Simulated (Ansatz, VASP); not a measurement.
**One calculation of SbSe3, two programs**

```
Sb Se
1.0
    -1.95468    1.95468    6.86409
     1.95468   -1.95468    6.86409
     1.95468    1.95468   -6.86409
Sb Se
1 3
Direct
  0.00000 0.00000 0.00000
  0.50000 0.50000 0.00000
  0.25000 0.75000 0.50000
  0.75000 0.25000 0.50000
```

Alike in both runs: functional PBE; k mesh 16 × 16 × 16; occupations gaussian, width 0.1 eV; no spin polarisation.

Ansatz relaxed the structure, and its values are those at the end. VASP's run is a single point on that final structure, the one shown.

|  | VASP | Ansatz |
| --- | --- | --- |
| version | VASP 6.6.1 | Ansatz 0.2.0 |
| potentials or method | VASP PAW PBE potentials, release 64 (Sb, Se), cutoff 520 eV | scalar-relativistic, plane waves, PAW |
| valence electrons in the cell | 23 | 63 |

|  | VASP | Ansatz | Ansatz less VASP |
| --- | --- | --- | --- |
| gap on the k mesh at the Fermi level (eV) | none | none | - |
| pressure (GPa) | 0.0 | 0.0 | +0.04 |

A gap of «none» marks a metal or a gap that the smearing closes. VASP's potentials hold 23 valence electrons a cell and Ansatz's 63, so a difference there can come from the potentials and not from the codes.

Spin-orbit coupling is off throughout.
